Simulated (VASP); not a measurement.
Ca: single point with LDA

Crystal: Ca.

```
Ca
1.0
     3.12923    0.00000    0.00000
    -1.56462    2.71000    0.00000
     0.00000    0.00000    5.23347
Ca
2
Direct
  0.33333 0.66667 0.25000
  0.66667 0.33333 0.75000
```

This isn't the form of Ca at room conditions, which is fcc.

- Program: VASP 6.6.1
- Task: single point
- Functional: LDA
- Potentials or basis: VASP PAW LDA potentials, release 64 (Ca_sv)
- Cutoff: 520 eV
- k mesh: 12 × 12 × 6
- Occupations: fermi-dirac, width 0.05 eV
- Spin: no spin polarisation

```yaml
Pressure: 22.5 GPa
Band_gap_on_the_k_mesh: zero (bands 10 and 11 overlap by 0.79 eV)
```

Stress tensor (GPa, compression positive):
```
22.51  0.00  0.00
 0.00 22.51  0.00
 0.00  0.00 22.60
```

Levels at points of the mesh, in eV from the Fermi level:
```tsv
k point	band 8	band 9	band 10	band 11	band 12	band 13
(0.00, 0.00, 0.00)	-21.03	-4.63	-1.32	1.39	2.85	3.07
(0.50, 0.00, 0.00)	-21.19	-0.90	-0.68	-0.45	0.98	2.26
(0.00, 0.00, 0.50)	-21.10	-2.96	-2.96	1.71	1.71	3.07
(0.50, 0.00, 0.50)	-21.31	-1.18	-1.18	0.78	0.78	2.63
```

Run time: 33 s on 1 thread of Intel(R) Xeon(R) Platinum 8259CL CPU @ 2.50GHz (Skylake/Cascade Lake), on a shared host, peak memory 0.17 GiB.

Caveat: the cell stands under pressure.
